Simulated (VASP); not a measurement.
Here is a VASP 6.6.1 calculation.

INCAR

```
PREC = Accurate ; ENCUT = 520
EDIFF = 1E-7 ; ISMEAR = 0
SIGMA = 0.1 ; LREAL = False
LASPH = True ; NELM = 100
ALGO = Normal ; ISIF = 2
LWAVE = False ; LCHARG = False
LDIPOL = True ; IDIPOL = 3
DIPOL = 0.5 0.5 0.492 ; GGA = PS
NBANDS = 40
```

File KPOINTS:

```
regular mesh
0
Gamma
  10 10 1
```

POSCAR

```
HW3C4
1.0
    2.8276119036      0.0000000000      0.0000000000
    0.0000000000      2.8984136670      0.0000000000
    0.0000000000      0.0000000000     25.9568996880
C W H
4 3 1
Direct
    0.5000000000      0.0000000000      0.3274659186
    0.5000000000      0.5000000000      0.4241685255
    0.5000000000      0.0000000000      0.5226308883
    0.0000000000      0.5000000000      0.6259810076
    0.0000000000      0.5000000000      0.3597001209
    0.0000000000      0.0000000000      0.4558392524
    0.0000000000      0.5000000000      0.5543053699
    0.0000000000      0.5000000000      0.6683430825
```

Potentials or basis: VASP PAW PBE potentials, release 64 (C, W_sv, H).

Launch:

```bash
$ cat potpaw_PBE.64/C/POTCAR potpaw_PBE.64/W_sv/POTCAR potpaw_PBE.64/H/POTCAR > POTCAR
$ mpirun -np 1 vasp_std > vasp.out
```

**Question.** What does it give for the largest force?

**Answer.** 2.604 eV/Å.

Forces in eV/Å, atoms in the order of the input:
```
C    0.000  0.000  2.604
C    0.000  0.000 -0.127
C    0.000  0.000  0.001
C    0.000  0.000  0.049
W    0.000  0.000 -2.539
W    0.000  0.000  0.008
W    0.000  0.000 -0.019
H    0.000  0.000  0.023
```

Caveat: the PAW data sets were made with another functional, which shifts forces and pressure a little.
